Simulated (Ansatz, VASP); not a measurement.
MnSb in VASP and in Ansatz

```xyz
4
Lattice="4.1500 0.0000 0.0000 -2.0750 3.5940 0.0000 0.0000 0.0000 5.7800" Properties=species:S:1:pos:R:3 pbc="T T T"
Sb    2.0750    1.1980    4.3350
Sb    0.0000    2.3960    1.4450
Mn    0.0000    0.0000    2.8900
Mn    0.0000    0.0000    0.0000
```

Alike in both runs: functional LDA; k mesh 7 × 7 × 5; occupations fermi-dirac, width 0.05 eV; collinear spin; Hubbard terms Mn d U = 8.0 eV.

```csv
,VASP,Ansatz
version,VASP 6.6.1,Ansatz 0.2.0
potentials or method,"VASP PAW LDA potentials, release 64 (Sb, Mn_pv)",Ansatz PAW
plane-wave cutoff (eV),520,420
valence electrons in the cell,36,60
task,single point,band structure
```

|  | VASP | Ansatz | Ansatz less VASP |
| --- | --- | --- | --- |
| gap on the k mesh at the Fermi level (eV) | none | none | - |
| pressure (GPa) | 6.7 | 7.9 | +1.21 |
| traceless stress, the component that is largest in VASP (GPa) | 1.71 | 1.43 | -0.279 |
| net moment per atom (μB) | 2.10 | 2.10 | +0.003 |
| size of the moment on the site where the two differ most (μB) | 4.44 | 4.41 | -0.027 |

LDA's correlation is that of Perdew and Zunger in VASP and of Perdew and Wang (1992) in Ansatz. Site moments also hang on the region over which each program counts them. The programs project onto different local orbitals, so the same U acts differently, and such runs can settle in different states. A gap of «none» marks a metal or a gap that the smearing closes. VASP's potentials hold 36 valence electrons a cell and Ansatz's 60, so a difference there can come from the potentials and not from the codes.

Spin-orbit coupling is off throughout. Noted on Ansatz's run: the magnetic or orbital state may not be the lowest.
